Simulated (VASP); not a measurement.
Set up this calculation in VASP 6.6.1, as the native input.

- Task: relaxation of cell and atoms
- Functional: PBE
- Potentials or basis: VASP PAW PBE potentials, release 64 (Al, B, N)
- Cutoff: 600 eV
- k mesh: 12 × 12 × 6
- Occupations: gaussian, width 0.1 eV
- Spin: no spin polarisation
- Dipole correction: no
- Further INCAR settings: ALGO = Normal; EDIFF = 1e-06; IBRION = 2; EDIFFG = -0.01; NSW = 100; ISIF = 3

The structure of Al3B2N lies in POSCAR:

```
Al3B2N
1.0
    4.7602789369      0.0000000000      0.0000000000
   -2.3801394684      4.1225224884      0.0000000000
    0.0000000000      0.0000000000      6.7161463255
Al B N
3 2 1
Direct
    0.3333333333      0.6666666667      0.0000000000
    0.6666666667      0.3333333333      0.0000000000
    0.0000000000      0.0000000000      0.0000000000
    0.0000000000      0.0000000000      0.3037807486
    0.0000000000      0.0000000000      0.6962192514
    0.0000000000      0.0000000000      0.5000000000
```

These files were run (other wordings do the same):

INCAR

```
PREC = Accurate ; ENCUT = 600
EDIFF = 1E-6 ; ISMEAR = 0
SIGMA = 0.1 ; LREAL = F
LASPH = T ; NELM = 80
ALGO = Normal ; ISIF = 3
LWAVE = F ; LCHARG = F
GGA = PE ; IBRION = 2
NSW = 100 ; EDIFFG = -0.01
```

KPOINTS

```
regular mesh
0
Gamma
  12 12 6
```

Potentials or basis: VASP PAW PBE potentials, release 64 (Al, B, N).

Run with:

```console
$ cat potpaw_PBE.64/Al/POTCAR potpaw_PBE.64/B/POTCAR potpaw_PBE.64/N/POTCAR > POTCAR
$ mpirun -np 1 vasp_std > vasp.out
```

Results of the run:

| Quantity | Value |
| --- | --- |
| Relaxed volume | 21.70 Å³/atom |
| Relaxed cell | a = 4.732 Å, b = 4.732 Å, c = 6.714 Å, α = 90.00°, β = 90.00°, γ = 120.00° |
| Space group after relaxing (to 0.05 Å) | P6/mmm (No. 191) |
| Energy gained by relaxing | 0.4 meV/atom |
| Ionic steps | 8 |
| Pressure after relaxing | 0.0 GPa |
| Largest force after relaxing | 0.006 eV/Å |
| Band gap on the k mesh | zero (band 10 reaches 2.70 eV, above the bottom of band 11 at 1.45 eV) |

Run time: 11 min on 1 thread of Intel Xeon 6975P-C (shared host), peak memory 0.42 GiB.
